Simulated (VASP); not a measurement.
# W (Pm-3m) in VASP: a series of runs

W is run at these levels: PBE; tasks: single point.

Everything below comes from runs of VASP 6.6.1. Logs are shortened: lines on timing, memory, paths and dates and some standing lists are left out, and cuts for length are marked.

### 1 The cell of the first run

The structure is cubic, space group Pm-3m (No. 221). The conventional cell has a = 2.636 Å, b = 2.636 Å, c = 2.636 Å, α = 90.00°, β = 90.00°, γ = 90.00°. W (site symmetry m-3m) has 6 W at 2.64 Å within 3.5 Å.

This isn't the form of W at room conditions, which is bcc.

### 2 Single point, PBE

Contents of INCAR:

```
ALGO     = Normal         # electronic algorithm
EDIFF    = 1E-6           # SCF threshold, eV
ENCUT    = 520            # plane-wave cutoff, eV
GGA      = PE             # functional
ISIF     = 2              # what is computed and relaxed
ISMEAR   = -1             # smearing method
LASPH    = True           # aspherical terms in the spheres
LCHARG   = False          # write CHGCAR
LREAL    = False          # projectors in reciprocal space
LWAVE    = False          # write WAVECAR
NBANDS   = 13             # bands
NELM     = 60             # most SCF steps
PREC     = Accurate       # precision mode
SIGMA    = 0.05           # smearing width, eV
```

Contents of KPOINTS:

```
k-points
0
Gamma
  17 17 17
```

Contents of POSCAR:

```
W
1.0
    2.6356840270      0.0000000000      0.0000000000
    0.0000000000      2.6356840270      0.0000000000
    0.0000000000      0.0000000000      2.6356840270
W
1
Direct
    0.0000000000      0.0000000000      0.0000000000
```

Potentials or basis: VASP PAW PBE potentials, release 64 (W_sv).

Command:

```bash
$ cat potpaw_PBE.64/W_sv/POTCAR > POTCAR
$ mpirun -np 1 vasp_std > vasp.out
```

OUTCAR:

```text
EDIFF = 1E-6
   ENCUT = 520
   GGA = PE
   ISIF = 2
   ISMEAR = -1
   LASPH = True
   LREAL = False
   NELM = 60
   PREC = Accurate

 ion  position               nearest neighbor table
   1  0.000  0.000  0.000-

  LATTYP: Found a simple cubic cell.
 ALAT       =     2.6356840270

  Lattice vectors:

 A1 = (   2.6356840270,   0.0000000000,   0.0000000000)
 A2 = (   0.0000000000,   2.6356840270,   0.0000000000)
 A3 = (   0.0000000000,   0.0000000000,   2.6356840270)

Analysis of symmetry for initial positions (statically):
=====================================================================
 Subroutine PRICEL returns:
 Original cell was already a primitive cell.

 Routine SETGRP: Setting up the symmetry group for a
 simple cubic supercell.

 Subroutine GETGRP returns: Found 48 space group operations
 (whereof 48 operations were pure point group operations)
 out of a pool of 48 trial point group operations.

The static configuration has the point symmetry O_h .

Analysis of symmetry for dynamics (positions and initial velocities):
=====================================================================
 Subroutine PRICEL returns:
 Original cell was already a primitive cell.

 Routine SETGRP: Setting up the symmetry group for a
 simple cubic supercell.

 Subroutine GETGRP returns: Found 48 space group operations
 (whereof 48 operations were pure point group operations)
 out of a pool of 48 trial point group operations.

The dynamic configuration has the point symmetry O_h .

 Subroutine INISYM returns: Found 48 space group operations
 (whereof 48 operations are pure point group operations),
 and found     1 'primitive' translations

----------------------------------------------------------------------------------------

                                     Primitive cell

  volume of cell :      18.3096

  direct lattice vectors                    reciprocal lattice vectors
     2.635684027  0.000000000  0.000000000     0.379408150  0.000000000  0.000000000
     0.000000000  2.635684027  0.000000000     0.000000000  0.379408150  0.000000000
     0.000000000  0.000000000  2.635684027     0.000000000  0.000000000  0.379408150

  length of vectors
     2.635684027  2.635684027  2.635684027     0.379408150  0.379408150  0.379408150

  position of ions in fractional coordinates (direct lattice)
     0.000000000  0.000000000  0.000000000

  ion indices of the primitive-cell ions
   primitive index   ion index
                 1           1

----------------------------------------------------------------------------------------

 KPOINTS: k-points

Automatic generation of k-mesh.
 Grid dimensions read from file:
 generate k-points for:   17   17   17

 Generating k-lattice:

  Cartesian coordinates                     Fractional coordinates (reciprocal lattice)
     0.022318126  0.000000000  0.000000000     0.058823529  0.000000000  0.000000000
     0.000000000  0.022318126  0.000000000     0.000000000  0.058823529  0.000000000
     0.000000000  0.000000000  0.022318126     0.000000000  0.000000000  0.058823529

  Length of vectors
     0.022318126  0.022318126  0.022318126

  Shift w.r.t. Gamma in fractional coordinates (k-lattice)
     0.000000000  0.000000000  0.000000000

 Subroutine IBZKPT returns following result:
 ===========================================

 Found    165 irreducible k-points:

 Following reciprocal coordinates:
            Coordinates               Weight
  0.000000  0.000000  0.000000      1.000000
  0.058824  0.000000  0.000000      6.000000
  0.117647  0.000000  0.000000      6.000000
  0.176471  0.000000  0.000000      6.000000
  0.235294  0.000000  0.000000      6.000000
  0.294118  0.000000  0.000000      6.000000
[... 16 lines left out ...]
  0.411765  0.117647  0.000000     24.000000
  0.470588  0.117647  0.000000     24.000000
 [... further k-points ...]
   k-points           NKPTS =    165   k-points in BZ     NKDIM =    165   number of bands    NBANDS=     13
   number of dos      NEDOS =    301   number of ions     NIONS =      1
   total plane-waves  NPLWV =   8000
   dimension x,y,z NGX =    20 NGY =   20 NGZ =   20
   dimension x,y,z NGXF=    40 NGYF=   40 NGZF=   40
   ions per type =               1
   NGX,Y,Z   is equivalent  to a cutoff of  12.62, 12.62, 12.62 a.u.
   NGXF,Y,Z  is equivalent  to a cutoff of  25.23, 25.23, 25.23 a.u.
 SYSTEM =  unknown system
   PREC   = accura    normal or accurate (medium, high low for compatibility)
   ISTART =      0    job   : 0-new  1-cont  2-samecut
   ICHARG =      2    charge: 1-file 2-atom 10-const
   ISPIN  =      1    spin polarized calculation?
   LNONCOLLINEAR =      F non collinear calculations
   LSORBIT =      F    spin-orbit coupling
   LASPH  =      T    aspherical Exc in radial PAW
   ENCUT  =  520.0 eV  38.22 Ry    6.18 a.u.   4.90  4.90  4.90*2*pi/ulx,y,z
   NELM   =     60;   NELMIN=  2; NELMDL= -5     # of ELM steps
   EDIFF  = 0.1E-05   stopping-criterion for ELM
   LREAL  =      F    real-space projection
   EDIFFG = 0.1E-04   stopping-criterion for IOM
   NSW    =      0    number of steps for IOM
   IBRION =     -1    ionic relax: 0-MD 1-quasi-New 2-CG
   NFREE  =      0    steps in history (QN), initial steepest desc. (CG)
   ISIF   =      2    stress and relaxation
   ISYM   =      2    0-nonsym 1-usesym 2-fastsym
   POTIM  = 0.5000    time-step for ionic-motion
   TEBEG  =    0.0;   TEEND  =   0.0 temperature during run
   PSTRESS=    0.0 pullay stress
   NELECT =      14.0000    total number of electrons
   NUPDOWN=      -1.0000    fix difference up-down
   EMIN   =  10.00;   EMAX   =-10.00  energy-range for DOS
   EFERMI =   0.00;   METHOD = LEGACY
   ISMEAR =    -1;   SIGMA  =   0.05  broadening in eV -4-tet -1-fermi 0-gaus
   EFERMI_NEDOS =   21; number of points for ismear=-14 and -15
   IALGO  =     38    algorithm
   IMIX   =      4    mixing-type and parameters
     AMIX     =   0.40;   BMIX     =  1.00
     AMIX_MAG =   1.60;   BMIX_MAG =  1.00
  volume/ion in A,a.u.               =      18.31       123.56
  Fermi-wavevector in a.u.,A,eV,Ry     =   1.497008  2.828935 30.491111  2.241033
  Thomas-Fermi vector in A             =   2.608951
   LORBIT       =      0    0 simple, 1 ext, 2 COOP (PROOUT), +10 PAW based schemes
   GGA     = PE    functional components
   LHFCALC =     F    Hartree Fock is set to
   AEXX    =    0.0000 exact exchange contribution
   IVDW    =     0    specifies the selected vdW correction
   LEPSILON=     F    determine dielectric tensor
   LRPA    =     F    only Hartree local field effects (RPA)
 non-spin polarized calculation
  energy-cutoff  :      520.00
  volume of cell :       18.31
 maximum number of plane-waves:       505
 NGX is ok and might be reduce to    20
   NGX =  9   NGY =  9   NGZ =  9

 number of electron      14.0000000 magnetization

 Free energy of the ion-electron system (eV)
  ---------------------------------------------------
  ext. energy  EPLUGINS =         0.00000000
  ---------------------------------------------------
  free energy    TOTEN  =       -11.50813906 eV

  energy without entropy =      -11.49949292  energy(sigma->0) =      -11.50381599

 E-fermi :   9.4104     XC(G=0): -12.6927

 val. band max:        9.4055565803   @ k =   0.4706   0.1176   0.1176
 cond. band min:       9.4121529801   @ k =   0.4118   0.2941   0.1176
 fundamental gap:      0.0065963999
 Fermi energy:         9.4103866227

 k-point     1 :       0.0000    0.0000    0.0000
  band No.  band energies     occupation
      1     -64.7300      2.00000
      2     -28.3419      2.00000
      3     -28.3419      2.00000
      4     -28.3419      2.00000
      5       0.7989      2.00000
      6       5.0441      2.00000
      7       5.0441      2.00000
      8      14.0712      0.00000
      9      14.0712      0.00000
     10      14.0712      0.00000
     11      24.0163      0.00000
     12      24.0163      0.00000
     13      24.0163      0.00000

 k-point     2 :       0.0588    0.0000    0.0000
  band No.  band energies     occupation
      1     -64.7268      2.00000
      2     -28.3881      2.00000
      3     -28.3381      2.00000
      4     -28.3381      2.00000
      5       0.9119      2.00000
      6       5.0732      2.00000
      7       5.1624      2.00000
      8      13.8808      0.00000
      9      13.8808      0.00000
     10      14.0843      0.00000
     11      23.3882      0.00000
     12      24.2675      0.00000
     13      24.2675      0.00000

 k-point     3 :       0.1176    0.0000    0.0000
  band No.  band energies     occupation
      1     -64.7175      2.00000
      2     -28.5191      2.00000
      3     -28.3271      2.00000
      4     -28.3271      2.00000
      5       1.2324      2.00000
      6       5.1575      2.00000
      7       5.5141      2.00000
      8      13.3796      0.00000
      9      13.3796      0.00000
     10      14.1217      0.00000
     11      22.0512      0.00000
     12      24.9428      0.00000
     13      24.9428      0.00000
[... 305 lines left out ...]
 k-point    23 :       0.4118    0.1176    0.0000
  band No.  band energies     occupation
      1     -64.6289      2.00000
      2     -29.4999      2.00000
      3     -28.4050      2.00000
      4     -28.2216      2.00000
      5       4.4118      2.00000
      6       6.3500      2.00000
      7       7.6512      2.00000
      8      10.5993      0.00000
      9      11.0871      0.00000
     10      13.8534      0.00000
     11      18.3920      0.00000
     12      24.3204      0.00000
     13      26.8974      0.00000

 k-point    24 :       0.4706    0.1176    0.0000
  band No.  band energies     occupation
      1     -64.6225      2.00000
      2     -29.5780      2.00000
      3     -28.3968      2.00000
      4     -28.2139      2.00000
      5       4.7280      2.00000
      6       6.4624      2.00000
      7       7.4233      2.00000
      8      10.4163      0.00000
      9      11.2806      0.00000
     10      13.8862      0.00000
     11      18.5026      0.00000
     12      24.0141      0.00000
     13      27.4042      0.00000

 [... further k-points ...]
[... 5 lines left out ...]
  --------------------------------------------------------------------------------------
  -------------------------------------------------------------------------------------
  Total        0.0668339      0.0668339      0.0668339     -0.0000000     -0.0000000      0.0000000
  in kB        5.8482679      5.8482679      5.8482679     -0.0000000     -0.0000000      0.0000000
  external PRESSURE =       5.8482679 kB  Pullay stress =       0.0000000 kB

 VOLUME and BASIS-vectors are now :
 -----------------------------------------------------------------------------
  energy-cutoff  :      520.00
  volume of cell :       18.31
      direct lattice vectors                 reciprocal lattice vectors
     2.635684027  0.000000000  0.000000000     0.379408150  0.000000000  0.000000000
     0.000000000  2.635684027  0.000000000     0.000000000  0.379408150  0.000000000
     0.000000000  0.000000000  2.635684027     0.000000000  0.000000000  0.379408150

 POSITION                                       TOTAL-FORCE (eV/Angst)
 -----------------------------------------------------------------------------------
      0.00000      0.00000      0.00000         0.000000      0.000000      0.000000
 -----------------------------------------------------------------------------------
    total drift:                               -0.000000     -0.000000     -0.000000

  FREE ENERGIE OF THE ION-ELECTRON SYSTEM (eV)
  ---------------------------------------------------
  free  energy   TOTEN  =       -11.5081390571 eV

  energy  without entropy=      -11.4994929219  energy(sigma->0) =      -11.50381599
```

Run time: 12 s. Hardware: 1 thread of AMD EPYC 9R45 (Zen 5), shared host; peak memory 0.12 GiB.

What came out:

* Free energy: -11.5081 eV
* Pressure: 0.6 GPa
* Band gap on the k mesh: zero (bands 7 and 8 overlap by 2.60 eV)

Caveat: spin-orbit coupling is left out, which moves the levels of the heavy elements.

### 3 Single point, PBE

This run uses another cell than the first one, of 18.49 Å³/atom.

Contents of INCAR:

```
SYSTEM = W
PREC = Accurate
ENCUT = 520
EDIFF = 1E-6
ISMEAR = -1
SIGMA = 0.05
LREAL = .False.
LASPH = .True.
NELM = 60
ALGO = Normal
ISIF = 2
LWAVE = .False.
LCHARG = .False.
GGA = PE
NBANDS = 13
```

Contents of KPOINTS:

```
regular mesh
0
Gamma
  17 17 17
  0 0 0
```

Contents of POSCAR:

```
W
1.0
    2.6444405166      0.0000000000      0.0000000000
    0.0000000000      2.6444405166      0.0000000000
    0.0000000000      0.0000000000      2.6444405166
W
1
Direct
    0.0000000000      0.0000000000      0.0000000000
```

Potentials or basis: VASP PAW PBE potentials, release 64 (W_sv).

Command:

```bash
$ cat potpaw_PBE.64/W_sv/POTCAR > POTCAR
$ mpirun -np 1 vasp_std > vasp.out
```

Run time: 12 s. Hardware: 1 thread of AMD EPYC 9R45 (Zen 5), shared host; peak memory 0.12 GiB.

The run converged. Its results:

| Quantity | Value |
| --- | --- |
| Free energy | -11.5077 eV |
| Pressure | -1.5 GPa |
| Band gap on the k mesh | zero (bands 7 and 8 overlap by 2.56 eV) |

Levels at points of the mesh, in eV from the Fermi level:
```
           k point  band 3  band 4  band 5  band 6  band 7  band 8  band 9  band 10  band 11  band 12
(0.00, 0.00, 0.00)  -37.77  -37.77   -8.56   -4.31   -4.31    4.60    4.60     4.60    14.52    14.52
```

Caveat: spin-orbit coupling is left out, which moves the levels of the heavy elements.

The gap in the log of VASP goes by the Fermi energy; the results here count the filled bands.